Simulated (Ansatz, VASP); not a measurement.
This is a calculation of Al for VASP 6.6.1.

INCAR

```
ALGO = Normal
EDIFF = 1E-6
ENCUT = 520
ISIF = 2
ISMEAR = -1
LASPH = True
LCHARG = True
LELF = True
LREAL = False
LVHAR = True
LWAVE = False
NBANDS = 10
NELM = 80
PREC = Accurate
SIGMA = 0.05
```

Contents of KPOINTS:

```
k-points
0
Gamma
  11 11 6
```

File POSCAR:

```
Al
1.0
    2.8676155389      0.0000000000      0.0000000000
   -1.4338077694      2.4834279049      0.0000000000
    0.0000000000      0.0000000000      4.9623026648
Al
2
Direct
    0.3333333333      0.6666666667      0.2500000000
    0.6666666667      0.3333333333      0.7500000000
```

Potentials or basis: VASP PAW LDA potentials, release 64 (Al).

Run with:

```sh
$ cat potpaw_LDA.64/Al/POTCAR > POTCAR
$ mpirun -np 1 vasp_std > vasp.out
```

Translate it to Ansatz 0.2.0. Potentials there: all-electron LAPW, scalar-relativistic.

As run (the cutoff follows the program's own potentials):

File input.yaml:

```yaml
crystal:
  lattice:
    - [2.8676155389, 0.0, 0.0]
    - [-1.4338077694, 2.4834279049, 0.0]
    - [0.0, 0.0, 4.9623026648]
  atoms:
    - { symbol: Al, position: [0.3333333333, 0.6666666667, 0.25] }
    - { symbol: Al, position: [0.6666666667, 0.3333333333, 0.75] }
kpoints:
  mp_grid: { grid: [11, 11, 6] }
scf:
  occupations: { method: fermi_dirac, width: 0.05 }
hamiltonian:
  xc: lda
  pseudopotentials: { kind: all_electron, lapw: { basis_error: 0.001 } }
output:
  forces: true
  stress: true
  eigenvalues: true
```

Potentials or basis: all-electron LAPW, scalar-relativistic.

Run with:

```sh
$ ansatz run input.yaml --threads 1 --pin off --max-ram 3072MiB --backend cpu --events-out ev --progress --plain --runs-dir out
```

Both were run:

|  | VASP | Ansatz | Ansatz less VASP |
| --- | --- | --- | --- |
| gap on the k mesh at the Fermi level (eV) | none | none | - |
| pressure (GPa) | -6.4 | -6.4 | 0.00 |
| traceless stress, the component that is largest in VASP (GPa) | -1.97 | -1.97 | +0.008 |

LDA's correlation is that of Perdew and Zunger in VASP and of Perdew and Wang (1992) in Ansatz. A gap of «none» marks a metal or a gap that the smearing closes. Ansatz ran all-electron here, and VASP with PAW potentials.
